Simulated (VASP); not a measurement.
Set up this calculation in VASP 6.6.1, as the native input.

```
Task                   : single point
Functional             : PBEsol
Potentials or basis    : VASP PAW PBE potentials, release 64 (Sb)
Cutoff                 : 520 eV
k mesh                 : 12 × 12 × 12
Occupations            : gaussian, width 0.15 eV
Spin                   : no spin polarisation
Dipole correction      : no
Further INCAR settings : ALGO = Normal; EDIFF = 1e-07; NBANDS = 12
```

The structure of Sb lies in POSCAR:

```
Sb
1.0
    2.1828593370      1.2602744258      3.6878400000
   -2.1828593370      1.2602744258      3.6878400000
    0.0000000000     -2.5205488516      3.6878400000
Sb
2
Direct
    0.2336400000      0.2336400000      0.2336400000
    0.7663600000      0.7663600000      0.7663600000
```

This cell differs from its parent crystal: strain +0.015 along x and y, -0.015 along z.

These files were run (other wordings do the same):

INCAR

```
SYSTEM = Sb
PREC = Accurate
ENCUT = 520
EDIFF = 1E-7
ISMEAR = 0
SIGMA = 0.15
LREAL = .False.
LASPH = .True.
NELM = 60
ALGO = Normal
ISIF = 2
LWAVE = .False.
LCHARG = .False.
GGA = PS
NBANDS = 12
```

KPOINTS

```
regular mesh
0
Gamma
  12 12 12
  0 0 0
```

Potentials or basis: VASP PAW PBE potentials, release 64 (Sb).

Run with:

```console
$ cat potpaw_PBE.64/Sb/POTCAR > POTCAR
$ mpirun -np 1 vasp_std > vasp.out
```

It gave:

```json
{"Pressure": "-0.5 GPa", "Largest force": "0.186 eV/Å", "Band gap on the k mesh": "zero (band 5 reaches 6.99 eV, above the bottom of band 6 at 6.76 eV)"}
```

Caveat: the cell differs from its parent crystal (strain +0.015 along x and y, -0.015 along z); the PAW data sets were made with another functional, which shifts forces and pressure a little; spin-orbit coupling is left out, which moves the levels of the heavy elements.

Run time: 2.4 min on 1 thread of Intel Xeon 8259CL (shared host), peak memory 0.28 GiB.
